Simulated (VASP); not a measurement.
Input of a VASP 6.6.1 run:

The input INCAR:

```
SYSTEM = V
PREC = Accurate ; ENCUT = 520
EDIFF = 1E-8 ; ISMEAR = -1
SIGMA = 0.03 ; LREAL = .FALSE.
LASPH = .TRUE. ; NELM = 150
ALGO = Normal ; ISIF = 2
LWAVE = .FALSE. ; LCHARG = .FALSE.
ISPIN = 2 ; MAGMOM = 1.5
LORBIT = 11 ; LMAXMIX = 4
GGA = PE ; LEFG = .TRUE.
NBANDS = 16
```

File KPOINTS:

```
regular mesh
0
G
  19 19 19
  0 0 0
```

The input POSCAR:

```
V
1.0
   -1.5583900000      1.5130000000      1.5130000000
    1.5130000000     -1.5583900000      1.5130000000
    1.5130000000      1.5130000000     -1.5583900000
V
1
Direct
    0.0000000000      0.0000000000      0.0000000000
```

Potentials or basis: VASP PAW PBE potentials, release 64 (V_sv).

Command:

```bash
$ cat potpaw_PBE.64/V_sv/POTCAR > POTCAR
$ mpirun -np 1 vasp_std > vasp.out
```

**Question.** Predict the net moment.

**Answer.** 0.00 μB per cell.

**Question.** Estimate the pressure.

**Answer.** -4.7 GPa.

Electric field gradients, principal values (V/Å²):
| atom | least | middle | greatest (by size) |
| --- | --- | --- | --- |
| 1 V | -4.869 | -4.869 | 9.739 |

Caveat: the cell differs from its parent crystal (equal xy, yz and zx shear strains of -3 %); the cell stands under tension; without QUAD_EFG the Cq values of the log hold for a quadrupole moment of 1 mb, not for the nuclei.
